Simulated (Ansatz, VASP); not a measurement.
# One calculation of BaTiO3, two programs

INCAR

```
SYSTEM = BaTiO3
ALGO = Normal
EDIFF = 1E-6
ENCUT = 520
GGA = PE
ISIF = 2
ISMEAR = 0
LASPH = .TRUE.
LCHARG = .FALSE.
LREAL = .FALSE.
LWAVE = .FALSE.
NBANDS = 28
NELM = 80
PREC = Accurate
SIGMA = 0.05
```

KPOINTS

```
k-points
0
G
  8 8 6
  0 0 0
```

POSCAR

```
BaTiO3
1.0
    4.1049142711      0.0000000000      0.0000000000
    0.0000000000      4.1049142711      0.0000000000
    0.0000000000      0.0000000000      4.3278614634
Ba Ti O
1 1 3
Direct
    0.0000000000      0.0000000000      0.9863187693
    0.5000000000      0.5000000000      0.4690806688
    0.5000000000      0.5000000000      0.0378497747
    0.5000000000      0.0000000000      0.5173753936
    0.0000000000      0.5000000000      0.5173753936
```

Input for Ansatz:

```yaml
crystal:
  lattice:
    - [4.1049142711, 0.0, 0.0]
    - [0.0, 4.1049142711, 0.0]
    - [0.0, 0.0, 4.3278614634]
  atoms:
    - { symbol: Ba, position: [0.0, 0.0, 0.9863187693] }
    - { symbol: Ti, position: [0.5, 0.5, 0.4690806688] }
    - { symbol: O, position: [0.5, 0.5, 0.0378497747] }
    - { symbol: O, position: [0.5, 0.0, 0.5173753936] }
    - { symbol: O, position: [0.0, 0.5, 0.5173753936] }
basis:
  ecutwfc: 420
kpoints:
  mp_grid: { grid: [8, 8, 6] }
hamiltonian:
  xc: pbe
scf:
  occupations: { method: gaussian, width: 0.05 }
output:
  forces: true
  stress: true
  eigenvalues: true
```

Change from the starting cell: strain +0.030 along x and y, +0.030 along z, atoms carried along.

Alike in both runs: task single point; functional PBE; k mesh 8 × 8 × 6; occupations gaussian, width 0.05 eV; no spin polarisation.

|  | VASP | Ansatz |
| --- | --- | --- |
| version | VASP 6.6.1 | Ansatz 0.2.0 |
| potentials or method | VASP PAW PBE potentials, release 64 (Ba_sv, Ti_sv, O), cutoff 520 eV | scalar-relativistic, plane waves, PAW |
| valence electrons in the cell | 40 | 40 |

```tsv
	VASP	Ansatz	Ansatz less VASP
gap on the k mesh at the Fermi level (eV)	1.60	1.65	+0.044
least direct gap on the mesh (eV)	2.16	2.19	+0.030
pressure (GPa)	-10.1	-11.3	-1.13
traceless stress, the component that is largest in VASP (GPa)	0.24	0.21	-0.026
rms of the force components (eV/Å)	0.316	0.342	+0.0268
```

Atom by atom the forces differ by 0.029 eV/Å (rms over components). With one functional, cell and mesh, what is left measures potentials, basis and numerics.

Spin-orbit coupling is off throughout.
